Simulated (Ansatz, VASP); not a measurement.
ZrS2 in VASP and in Ansatz

```
S Zr
1.0
     3.72200    0.00000    0.00000
    -1.86100    3.22335    0.00000
     0.00000    0.00000   31.84163
S Zr
2 1
Direct
  0.66667 0.33333 0.45420
  0.33333 0.66667 0.54580
  0.00000 0.00000 0.50000
```

Alike in both runs: task single point; functional PBE; dispersion D3(BJ); k mesh 9 × 9 × 1; occupations gaussian, width 0.02 eV; no spin polarisation.

```csv
,VASP,Ansatz
version,VASP 6.6.1,Ansatz 0.2.0
potentials or method,"VASP PAW PBE potentials, release 64 (S, Zr_sv), cutoff 400 eV","scalar-relativistic, plane waves, PAW"
valence electrons in the cell,24,24
```

VASP gave:

```
gap on the k mesh at the Fermi level (eV) : 1.24
least direct gap on the mesh (eV)         : 1.69
rms of the force components (eV/Å)        : 0.166
```

Problem. What did Ansatz give for the same quantities?

Solution. gap on the k mesh at the Fermi level (eV): 1.25; least direct gap on the mesh (eV): 1.69; rms of the force components (eV/Å): 0.170.
